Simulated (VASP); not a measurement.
Set up this calculation in VASP 6.6.1, as the native input.

```yaml
Task: single point
Functional: LDA
Potentials_or_basis: VASP PAW LDA potentials, release 64 (Mg, Ge_d)
Cutoff: 520 eV
k_mesh: 5 × 5 × 5
Occupations: fermi-dirac, width 0.05 eV
Spin: no spin polarisation
Dipole_correction: no
Further_INCAR_settings: ALGO = Normal; EDIFF = 1e-07; NBANDS = 21
```

The structure of Mg5Ge lies in POSCAR:

```
Mg5Ge
1.0
    0.0000000000      4.1238916516      4.1238916516
    4.1238916516      0.0000000000      4.1238916516
    4.1238916516      4.1238916516      0.0000000000
Mg Ge
5 1
Direct
    0.7500000000      0.7500000000      0.7500000000
    0.3748300000      0.8755000000      0.3748300000
    0.3748300000      0.3748300000      0.8755000000
    0.8755000000      0.3748300000      0.3748300000
    0.3748300000      0.3748300000      0.3748300000
    0.0000000000      0.0000000000      0.0000000000
```

These files were run (other wordings do the same):

INCAR

```
SYSTEM = Mg5Ge
  ALGO = Normal
  EDIFF = 1E-7
  ENCUT = 520
  ISIF = 2
  ISMEAR = -1
  LASPH = .True.
  LCHARG = .False.
  LREAL = .False.
  LWAVE = .False.
  NBANDS = 21
  NELM = 60
  PREC = Accurate
  SIGMA = 0.05
```

KPOINTS

```
k-points
0
Gamma
  5 5 5
  0 0 0
```

Potentials or basis: VASP PAW LDA potentials, release 64 (Mg, Ge_d).

Command:

```bash
$ cat potpaw_LDA.64/Mg/POTCAR potpaw_LDA.64/Ge_d/POTCAR > POTCAR
$ mpirun -np 1 vasp_std > vasp.out
```

It gave:

| Property | Result |
| --- | --- |
| Pressure | -3.4 GPa |
| Largest force | 0.011 eV/Å |
| Band gap on the k mesh | zero (band 12 reaches 3.62 eV, above the bottom of band 13 at 1.97 eV) |

Run time: 34 s on 1 thread of Intel(R) Xeon(R) 6975P-C (Granite Rapids), on a shared host, peak memory 0.27 GiB.
